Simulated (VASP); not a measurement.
# Pt (Cmcm) in VASP: further runs

The runs below take Pt through single point, with PBE.

Program: VASP 6.6.1. These are calculated values, not measurements. Logs are shortened: lines on timing, memory, paths and dates and some standing lists are left out, and cuts for length are marked.

**1. The cell of the first run**

The structure is orthorhombic, space group Cmcm (No. 63). The conventional cell has a = 2.345 Å, b = 5.017 Å, c = 4.781 Å, α = 90.00°, β = 90.00°, γ = 90.00°. Within 3.1 Å of Pt (site symmetry m2m) lie 12 Pt at 2.34 to 2.92 Å.

**2. Single point, PBE (normal strain along x -0.1500, normal strain along y +0.0500)**

INCAR reads:

```
  PREC = Accurate
  ENCUT = 520
  EDIFF = 1E-7
  ISMEAR = 0
  SIGMA = 0.15
  LREAL = False
  LASPH = True
  NELM = 100
  ALGO = Fast
  ISIF = 2
  LWAVE = False
  LCHARG = False
  GGA = PE
  NBANDS = 17
```

KPOINTS reads:

```
Automatic mesh
0
Gamma
  18 18 10
```

POSCAR reads:

```
Pt
1.0
    2.3447586725      0.0000000000      0.0000000000
   -1.1723793363      2.5084136529      0.0000000000
    0.0000000000      0.0000000000      4.7813829983
Pt
2
Direct
    0.6666666667      0.3333333333      0.7500000000
    0.3333333333      0.6666666667      0.2500000000
```

Potentials or basis: VASP PAW PBE potentials, release 64 (Pt).

Run with:

```bash
$ cat potpaw_PBE.64/Pt/POTCAR > POTCAR
$ mpirun -np 1 vasp_std > vasp.out
```

OUTCAR:

```text
PREC = Accurate
   ENCUT = 520
   EDIFF = 1E-7
   ISMEAR = 0
   LREAL = False
   LASPH = True
   NELM = 100
   ISIF = 2
   GGA = PE

 ion  position               nearest neighbor table
   1  0.667  0.333  0.750-   2 2.79   2 2.79   2 2.79   2 2.79   2 2.92   2 2.92
   2  0.333  0.667  0.250-   1 2.79   1 2.79   1 2.79   1 2.79   1 2.92   1 2.92

  LATTYP: Found a base centered orthorhombic cell.
 ALAT       =     2.3447586725
 B/A-ratio  =     2.1395921741
 C/A-ratio  =     2.0391791507

  Lattice vectors:

 A1 = (   1.1723793363,  -2.5084136529,   0.0000000000)
 A2 = (   1.1723793362,   2.5084136529,   0.0000000000)
 A3 = (   0.0000000000,   0.0000000000,   4.7813829983)

Analysis of symmetry for initial positions (statically):
=====================================================================
 Subroutine PRICEL returns:
 Original cell was already a primitive cell.

 Routine SETGRP: Setting up the symmetry group for a
 base centered orthorhombic supercell.

 Subroutine GETGRP returns: Found  8 space group operations
 (whereof  4 operations were pure point group operations)
 out of a pool of  8 trial point group operations.

The static configuration has the point symmetry C_2h.
 The point group associated with its full space group is D_2h.

Analysis of symmetry for dynamics (positions and initial velocities):
=====================================================================
 Subroutine PRICEL returns:
 Original cell was already a primitive cell.

 Routine SETGRP: Setting up the symmetry group for a
 base centered orthorhombic supercell.

 Subroutine GETGRP returns: Found  8 space group operations
 (whereof  4 operations were pure point group operations)
 out of a pool of  8 trial point group operations.

The dynamic configuration has the point symmetry C_2h.
 The point group associated with its full space group is D_2h.

 Subroutine INISYM returns: Found  8 space group operations
 (whereof  4 operations are pure point group operations),
 and found     1 'primitive' translations

----------------------------------------------------------------------------------------

                                     Primitive cell

  volume of cell :      28.1223

  direct lattice vectors                    reciprocal lattice vectors
     2.344758672  0.000000000  0.000000000     0.426483122  0.199329165  0.000000000
    -1.172379336  2.508413653  0.000000000     0.000000000  0.398658331  0.000000000
[... 85 lines left out ...]
   EDIFF  = 0.1E-06   stopping-criterion for ELM
   LREAL  =      F    real-space projection
   EDIFFG = 0.1E-05   stopping-criterion for IOM
   NSW    =      0    number of steps for IOM
   IBRION =     -1    ionic relax: 0-MD 1-quasi-New 2-CG
   NFREE  =      0    steps in history (QN), initial steepest desc. (CG)
   ISIF   =      2    stress and relaxation
   ISYM   =      2    0-nonsym 1-usesym 2-fastsym
   POTIM  = 0.5000    time-step for ionic-motion
   TEBEG  =    0.0;   TEEND  =   0.0 temperature during run
   PSTRESS=    0.0 pullay stress
   NELECT =      20.0000    total number of electrons
   NUPDOWN=      -1.0000    fix difference up-down
   EMIN   =  10.00;   EMAX   =-10.00  energy-range for DOS
   EFERMI =   0.00;   METHOD = LEGACY
   ISMEAR =     0;   SIGMA  =   0.15  broadening in eV -4-tet -1-fermi 0-gaus
   EFERMI_NEDOS =   21; number of points for ismear=-14 and -15
   IALGO  =     68    algorithm
   IMIX   =      4    mixing-type and parameters
     AMIX     =   0.40;   BMIX     =  1.00
     AMIX_MAG =   1.60;   BMIX_MAG =  1.00
  volume/ion in A,a.u.               =      14.06        94.89
  Fermi-wavevector in a.u.,A,eV,Ry     =   1.461284  2.761426 29.053203  2.135350
  Thomas-Fermi vector in A             =   2.577634
   LORBIT       =      0    0 simple, 1 ext, 2 COOP (PROOUT), +10 PAW based schemes
   GGA     = PE    functional components
   LHFCALC =     F    Hartree Fock is set to
   AEXX    =    0.0000 exact exchange contribution
   IVDW    =     0    specifies the selected vdW correction
   LEPSILON=     F    determine dielectric tensor
   LRPA    =     F    only Hartree local field effects (RPA)
 non-spin polarized calculation
 RMM-DIIS sequential band-by-band and
 Gauss-broadening in eV      SIGMA  =   0.15
  energy-cutoff  :      520.00
  volume of cell :       28.12
 maximum number of plane-waves:       778
 NGX is ok and might be reduce to    18
   NGX =  9   NGY = 11   NGZ = 17

 number of electron      20.0000004 magnetization

 Free energy of the ion-electron system (eV)
  ---------------------------------------------------
  ext. energy  EPLUGINS =         0.00000000
  ---------------------------------------------------
  free energy    TOTEN  =       -10.56953991 eV

  energy without entropy =      -10.54300713  energy(sigma->0) =      -10.55627352

 E-fermi :  12.6167     XC(G=0): -13.8613

 val. band max:       12.6166637028   @ k =   0.2222   0.3333   0.3000
 cond. band min:      12.6176138787   @ k =   0.0556   0.2778   0.4000
 fundamental gap:      0.0009501759
 Fermi energy:        12.6167095868

 k-point     1 :       0.0000    0.0000    0.0000
  band No.  band energies     occupation
      1       1.6376      2.00000
      2       3.9309      2.00000
      3       6.2638      2.00000
      4       6.5007      2.00000
      5       7.7902      2.00000
      6      10.1130      2.00000
[... 457 lines left out ...]
      4       7.9877      2.00000
      5       8.2739      2.00000
      6       8.6854      2.00000
[... 9 lines left out ...]
     16      28.9802      0.00000
     17      31.4665      0.00000

 [... further k-points ...]

------------------------ aborting loop because EDIFF is reached ----------------------------------------

  FORCE on cell =-STRESS in cart. coord.  units (eV):
  Direction    XX          YY          ZZ          XY          YZ          ZX
  --------------------------------------------------------------------------------------
  -------------------------------------------------------------------------------------
  Total       24.4173098      3.1774974      3.3362957     -0.0000000      0.0000000      0.0000000
  in kB     1391.0974573    181.0276623    190.0746818     -0.0000000      0.0000000      0.0000000
  external PRESSURE =     587.3999338 kB  Pullay stress =       0.0000000 kB

 VOLUME and BASIS-vectors are now :
 -----------------------------------------------------------------------------
  energy-cutoff  :      520.00
  volume of cell :       28.12
      direct lattice vectors                 reciprocal lattice vectors
     2.344758672  0.000000000  0.000000000     0.426483122  0.199329165  0.000000000
    -1.172379336  2.508413653  0.000000000     0.000000000  0.398658331  0.000000000
     0.000000000  0.000000000  4.781382998     0.000000000  0.000000000  0.209144509

 POSITION                                       TOTAL-FORCE (eV/Angst)
 -----------------------------------------------------------------------------------
      1.17238      0.83614      3.58604         0.000000     -0.129103     -0.000000
     -0.00000      1.67228      1.19535        -0.000000      0.129103      0.000000
 -----------------------------------------------------------------------------------
    total drift:                                0.000000     -0.000000      0.000000

  FREE ENERGIE OF THE ION-ELECTRON SYSTEM (eV)
  ---------------------------------------------------
  free  energy   TOTEN  =       -10.5695399092 eV

  energy  without entropy=      -10.5430071325  energy(sigma->0) =      -10.55627352
```

stdout:

```text
POSCAR found type information on POSCAR Pt
 POSCAR found :  1 types and       2 ions
 scaLAPACK will be used
 LDA part: xc-table for (Slater+PW92), standard interpolation
 POSCAR, INCAR and KPOINTS ok, starting setup
 FFT: planning ... GRIDC
 FFT: planning ... GRID_SOFT
 FFT: planning ... GRID
 WAVECAR not read
 entering main loop
```

Wall time 4.7 min (1 thread of Intel Xeon Platinum 8488C (Sapphire Rapids), shared host); peak memory 0.32 GiB.

Results:

| Item | Value |
| --- | --- |
| Free energy | -10.5695 eV |
| Pressure | 58.7 GPa |
| Largest force | 0.129 eV/Å |
| Band gap on the k mesh | zero (band 10 reaches 13.57 eV, above the bottom of band 11 at 11.54 eV) |

Forces in eV/Å, atoms in the order of the input:
```
Pt   0.000 -0.129  0.000
Pt   0.000  0.129  0.000
```

Stress tensor (GPa, compression positive):
```
139.11   0.00   0.00
  0.00  18.10   0.00
  0.00   0.00  19.01
```

Levels at points of the mesh, in eV from the Fermi level:
```tsv
k point	band 6	band 7	band 8	band 9	band 10	band 11	band 12	band 13	band 14	band 15
(0.00, 0.00, 0.00)	-2.50	-1.71	-1.64	-1.47	-0.92	-0.81	0.49	4.59	14.47	14.76
(0.50, 0.00, 0.00)	-2.90	-2.47	-0.46	0.18	0.35	3.72	5.75	9.61	9.99	11.72
(0.00, 0.50, 0.00)	-3.64	-1.71	0.66	0.68	0.84	1.74	2.99	5.96	7.69	8.71
(0.00, 0.00, 0.50)	-5.00	-1.78	-1.78	-1.40	-1.40	-0.01	-0.01	11.52	11.52	14.94
(0.50, 0.00, 0.50)	-2.39	-1.06	-1.06	0.58	0.58	2.62	2.62	9.78	9.78	14.43
(0.00, 0.50, 0.50)	-1.72	-0.66	-0.66	0.77	0.77	0.83	0.83	5.48	5.48	12.70
```

Caveat: the cell differs from its parent crystal (normal strain along x -0.1500, normal strain along y +0.0500); spin-orbit coupling is left out, which moves the levels of the heavy elements.

**3. Single point, PBE (normal strain along x -0.1000, normal strain along y +0.0000)**

INCAR reads:

```
SYSTEM = Pt
ALGO = Fast ; EDIFF = 1E-7
ENCUT = 520 ; GGA = PE
ISIF = 2 ; ISMEAR = 0
LASPH = .TRUE. ; LCHARG = .FALSE.
LREAL = .FALSE. ; LWAVE = .FALSE.
NBANDS = 17 ; NELM = 60
PREC = Accurate ; SIGMA = 0.15
```

KPOINTS reads:

```
k-points
0
G
  18 18 10
  0 0 0
```

POSCAR reads:

```
Pt
1.0
    2.4826856532      0.0000000000      0.0000000000
   -1.2413428266      2.3889653837      0.0000000000
    0.0000000000      0.0000000000      4.7813829983
Pt
2
Direct
    0.6666666667      0.3333333333      0.7500000000
    0.3333333333      0.6666666667      0.2500000000
```

Potentials or basis: VASP PAW PBE potentials, release 64 (Pt).

Run with:

```bash
$ cat potpaw_PBE.64/Pt/POTCAR > POTCAR
$ mpirun -np 1 vasp_std > vasp.out
```

OUTCAR:

```text
SYSTEM = Pt
   EDIFF = 1E-7
   ENCUT = 520
   GGA = PE
   ISIF = 2
   ISMEAR = 0
   LASPH = .TRUE.
   LREAL = .FALSE.
   NELM = 60
   PREC = Accurate

 ion  position               nearest neighbor table
   1  0.667  0.333  0.750-   2 2.81   2 2.81   2 2.81   2 2.81   2 2.87   2 2.87
   2  0.333  0.667  0.250-   1 2.81   1 2.81   1 2.81   1 2.81   1 2.87   1 2.87

  LATTYP: Found a base centered orthorhombic cell.
 ALAT       =     2.4826856532
 B/A-ratio  =     1.9245008973
 C/A-ratio  =     1.9258914201

[... 673 lines left out ...]

  FORCE on cell =-STRESS in cart. coord.  units (eV):
  Direction    XX          YY          ZZ          XY          YZ          ZX
  --------------------------------------------------------------------------------------
  -------------------------------------------------------------------------------------
  Total       13.9937573      4.4246635      3.3271185      0.0000000      0.0000000      0.0000000
  in kB      790.6054339    249.9802563    187.9722470      0.0000000      0.0000000      0.0000000
  external PRESSURE =     409.5193124 kB  Pullay stress =       0.0000000 kB

 VOLUME and BASIS-vectors are now :
 -----------------------------------------------------------------------------
  energy-cutoff  :      520.00
  volume of cell :       28.36
      direct lattice vectors                 reciprocal lattice vectors
     2.482685653  0.000000000  0.000000000     0.402789616  0.209295624  0.000000000
    -1.241342827  2.388965384  0.000000000     0.000000000  0.418591247  0.000000000
     0.000000000  0.000000000  4.781382998     0.000000000  0.000000000  0.209144509

 POSITION                                       TOTAL-FORCE (eV/Angst)
 -----------------------------------------------------------------------------------
      1.24134      0.79632      3.58604         0.000000     -0.032373     -0.000000
     -0.00000      1.59264      1.19535        -0.000000      0.032373      0.000000
 -----------------------------------------------------------------------------------
    total drift:                               -0.000000      0.000000     -0.000000

  FREE ENERGIE OF THE ION-ELECTRON SYSTEM (eV)
  ---------------------------------------------------
  free  energy   TOTEN  =       -11.4676660009 eV

  energy  without entropy=      -11.4366473167  energy(sigma->0) =      -11.45215666
```

OSZICAR:

```text
N       E                     dE             d eps       ncg     rms          rms(c)
DAV:   1     0.105826009506E+03    0.10583E+03   -0.10633E+04 18588   0.115E+03
DAV:   2    -0.102901314211E+02   -0.11612E+03   -0.11059E+03 20110   0.253E+02
DAV:   3    -0.121695698826E+02   -0.18794E+01   -0.18614E+01 22645   0.323E+01
DAV:   4    -0.121789819803E+02   -0.94121E-02   -0.94109E-02 21942   0.237E+00
DAV:   5    -0.121790715401E+02   -0.89560E-04   -0.89558E-04 23156   0.238E-01    0.227E+01
RMM:   6    -0.115709154976E+02    0.60816E+00   -0.72015E-01 18621   0.651E+00    0.124E+01
RMM:   7    -0.114781339965E+02    0.92782E-01   -0.27277E-01 19201   0.407E+00    0.265E+00
RMM:   8    -0.114680690444E+02    0.10065E-01   -0.43857E-02 19330   0.164E+00    0.809E-01
RMM:   9    -0.114676350852E+02    0.43396E-03   -0.17950E-03 20883   0.321E-01    0.131E-01
RMM:  10    -0.114676628370E+02   -0.27752E-04   -0.30541E-04 20998   0.115E-01    0.116E-01
RMM:  11    -0.114676692829E+02   -0.64459E-05   -0.53789E-05 21039   0.483E-02    0.258E-02
RMM:  12    -0.114676656331E+02    0.36497E-05   -0.27051E-05 20446   0.380E-02    0.475E-03
RMM:  13    -0.114676660749E+02   -0.44177E-06   -0.45489E-06 20870   0.129E-02    0.320E-03
RMM:  14    -0.114676660009E+02    0.74043E-07   -0.44747E-07 17314   0.422E-03
   1 F= -.11467666E+02 E0= -.11452157E+02  d E =-.310187E-01
```

stdout:

```text
POSCAR found type information on POSCAR Pt
 POSCAR found :  1 types and       2 ions
 scaLAPACK will be used
 LDA part: xc-table for (Slater+PW92), standard interpolation
 POSCAR, INCAR and KPOINTS ok, starting setup
 FFT: planning ... GRIDC
 FFT: planning ... GRID_SOFT
 FFT: planning ... GRID
 WAVECAR not read
 entering main loop
```

Wall time 4.3 min (1 thread of Intel Xeon Platinum 8488C (Sapphire Rapids), shared host); peak memory 0.31 GiB.

What came out:

```yaml
Free_energy: -11.4677 eV
Pressure: 41.0 GPa
Largest_force: 0.032 eV/Å
Band_gap_on_the_k_mesh: zero (band 10 reaches 13.32 eV, above the bottom of band 11 at 11.51 eV)
```

Forces on the atoms (eV/Å):
```
Pt   0.000 -0.032  0.000
Pt   0.000  0.032  0.000
```

Levels at points of the mesh, in eV from the Fermi level:
```csv
k point,band 6,band 7,band 8,band 9,band 10,band 11,band 12,band 13,band 14,band 15
"(0.00, 0.00, 0.00)",-2.91,-2.61,-2.05,-1.56,-1.41,-0.45,0.09,4.71,14.82,15.06
"(0.50, 0.00, 0.00)",-3.21,-2.68,-0.30,0.60,0.75,3.01,4.86,8.73,9.28,11.27
"(0.00, 0.50, 0.00)",-3.23,-2.54,0.25,0.53,0.71,2.18,3.60,6.90,8.32,9.57
"(0.00, 0.00, 0.50)",-4.80,-2.91,-2.91,-1.07,-1.07,-0.48,-0.48,11.57,11.57,15.57
"(0.50, 0.00, 0.50)",-2.22,-1.00,-1.00,0.75,0.75,2.09,2.09,8.44,8.44,14.31
"(0.00, 0.50, 0.50)",-1.36,-1.33,-1.33,0.64,0.64,1.22,1.22,6.52,6.52,13.33
```

Caveat: the cell differs from its parent crystal (normal strain along x -0.1000, normal strain along y +0.0000); spin-orbit coupling is left out, which moves the levels of the heavy elements.
